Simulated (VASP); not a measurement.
A run of VASP 6.6.1 is set up as follows.

Contents of INCAR:

```
PREC = Accurate ; ENCUT = 520
EDIFF = 1E-6 ; ISMEAR = 0
SIGMA = 0.15 ; LREAL = F
LASPH = T ; NELM = 60
ALGO = Fast ; ISIF = 2
LWAVE = F ; LCHARG = T
GGA = CA ; LELF = T
LVHAR = T ; NBANDS = 14
```

File KPOINTS:

```
Automatic mesh
0
Gamma
  16 16 16
```

POSCAR

```
TiAl
1.0
    3.4333891200      0.0000000000      0.0000000000
    0.0000000000      3.4333891200      0.0000000000
    0.0000000000      0.0000000000      2.9247388800
Ti Al
1 1
Direct
    0.0000000000      0.0000000000      0.0000000000
    0.5000000000      0.5000000000      0.5000000000
```

Potentials or basis: VASP PAW LDA potentials, release 64 (Ti_sv, Al).

The run is started by

```sh
$ cat potpaw_LDA.64/Ti_sv/POTCAR potpaw_LDA.64/Al/POTCAR > POTCAR
$ mpirun -np 1 vasp_std > vasp.out
```

Task: What does it give for the pressure?

Result: -11.2 GPa.

Stress tensor (GPa, compression positive):
```
-10.73   0.00   0.00
  0.00 -10.73   0.00
  0.00   0.00 -12.20
```

Caveat: the cell differs from its parent crystal (strain +0.080 along x and y, -0.080 along z).
